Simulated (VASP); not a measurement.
Set up this calculation in VASP 6.6.1, as the native input.

| Property | Result |
| --- | --- |
| Task | single point |
| Functional | PBE |
| Potentials or basis | VASP PAW PBE potentials, release 64 (Te, Mg) |
| Cutoff | 520 eV |
| k mesh | 7 × 7 × 1 |
| Occupations | fermi-dirac, width 0.05 eV |
| Spin | no spin polarisation |
| Dipole correction | yes |
| Further INCAR settings | ALGO = Normal; EDIFF = 1e-06; NBANDS = 21 |

The structure of MgTe lies in POSCAR:

```
MgTe
1.0
    4.5707365703      0.0000000000      0.0000000000
   -2.2853682852      3.9583739839      0.0000000000
    0.0000000000      0.0000000000     23.3969792595
Te Mg
3 3
Direct
    0.0000000000      0.0000000000      0.3205542013
    0.3333333333      0.6666666667      0.4800615779
    0.6666666667      0.3333333333      0.6395689545
    0.3333333333      0.6666666667      0.3604310455
    0.6666666667      0.3333333333      0.5199384221
    0.0000000000      0.0000000000      0.6794457987
```

One way to write it, as run:

INCAR

```
  ALGO = Normal
  DIPOL = 0.5 0.5 0.500
  EDIFF = 1E-6
  ENCUT = 520
  GGA = PE
  IDIPOL = 3
  ISIF = 2
  ISMEAR = -1
  LASPH = True
  LCHARG = False
  LDIPOL = True
  LREAL = False
  LWAVE = False
  NBANDS = 21
  NELM = 100
  PREC = Accurate
  SIGMA = 0.05
```

KPOINTS

```
k-points
0
Gamma
  7 7 1
```

Potentials or basis: VASP PAW PBE potentials, release 64 (Te, Mg).

The run is started by

```sh
$ cat potpaw_PBE.64/Te/POTCAR potpaw_PBE.64/Mg/POTCAR > POTCAR
$ mpirun -np 1 vasp_std > vasp.out
```

Results of the run:

The largest force is 0.814 eV/Å and the band gap on the k mesh is zero (band 12 reaches -0.72 eV, above the bottom of band 13 at -0.80 eV).

Caveat: spin-orbit coupling is left out, which moves the levels of the heavy elements.

It took 110 s on 1 thread of Intel(R) Xeon(R) 6975P-C (Granite Rapids) (shared host), peak memory 0.55 GiB.
